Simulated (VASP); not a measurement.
Wanted: the native input for a VASP 6.6.1 run.

| Property | Result |
| --- | --- |
| Task | single point |
| Functional | PBEsol |
| Potentials or basis | VASP PAW PBE potentials, release 64 (Ti_sv, Si) |
| Cutoff | 520 eV |
| k mesh | 12 × 12 × 12 |
| Occupations | gaussian, width 0.1 eV |
| Spin | no spin polarisation |
| Dipole correction | no |
| Further INCAR settings | ALGO = Fast; EDIFF = 1e-06; NBANDS = 41 |

The structure of Ti5Si lies in POSCAR:

```
Ti5Si
1.0
    2.5450142216      1.4693646459      4.4627713855
   -2.5450142216      1.4693646459      4.4627713855
    0.0000000000     -2.9387292919      4.4627713855
Ti Si
5 1
Direct
    0.1513664919      0.1513664919      0.1513664919
    0.6027307178      0.3972692822      0.0000000000
    0.0000000000      0.6027307178      0.3972692822
    0.8486335081      0.8486335081      0.8486335081
    0.3972692822      0.0000000000      0.6027307178
    0.5000000000      0.5000000000      0.5000000000
```

These files were run (other wordings do the same):

INCAR

```
SYSTEM = Ti5Si
  ALGO = Fast
  EDIFF = 1E-6
  ENCUT = 520
  GGA = PS
  ISIF = 2
  ISMEAR = 0
  LASPH = .True.
  LCHARG = .False.
  LREAL = .False.
  LWAVE = .False.
  NBANDS = 41
  NELM = 60
  PREC = Accurate
  SIGMA = 0.1
```

KPOINTS

```
k-points
0
Gamma
  12 12 12
  0 0 0
```

Potentials or basis: VASP PAW PBE potentials, release 64 (Ti_sv, Si).

Run with:

```sh
$ cat potpaw_PBE.64/Ti_sv/POTCAR potpaw_PBE.64/Si/POTCAR > POTCAR
$ mpirun -np 1 vasp_std > vasp.out
```

Results of the run:

The pressure is -6.8 GPa and the band gap on the k mesh is zero (bands 32 and 33 overlap by 0.57 eV).

Caveat: the cell stands under tension; the PAW data sets were made with another functional, which shifts forces and pressure a little.

Run time: 42 min on 1 thread of Intel(R) Xeon(R) Platinum 8488C (Sapphire Rapids), with other jobs on the host, peak memory 0.67 GiB.
